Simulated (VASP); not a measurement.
The system is Br.

```
Br
1.0
     3.40751   -2.35311    0.00000
     3.40751    2.35311    0.00000
     0.00000    0.00000    8.81682
Br
4
Cartesian
  3.4075 0.6349 3.4394
  3.4075 1.7182 7.8478
  3.4075 -0.6349 5.3774
  3.4075 -1.7182 0.9690
```

Base run:

```yaml
Program: VASP 6.6.1
Functional: PBE
Potentials_or_basis: VASP PAW PBE potentials, release 64 (Br)
Cutoff: 520 eV
k_mesh: 6 × 6 × 3
Occupations: fermi-dirac, width 0.05 eV
Spin: no spin polarisation
```

Its results: band gap on the k mesh 1.78 eV, indirect (least direct gap 1.80 eV); pressure 0.7 GPa; largest force 0.453 eV/Å.

Q: The run is repeated on the same cell with these changes: functional from PBE to PBEsol; k mesh from 6 × 6 × 3 to 7 × 7 × 3. What comes out?

A: Band gap on the k mesh 1.72 eV, indirect (least direct gap 1.74 eV); pressure -0.8 GPa; largest force 0.325 eV/Å.

Several settings changed at once, so the effect can't be laid on one alone.

Caveats: the PAW data sets were made with another functional, which shifts forces and pressure a little (some runs).

A k mesh can miss the band edges.
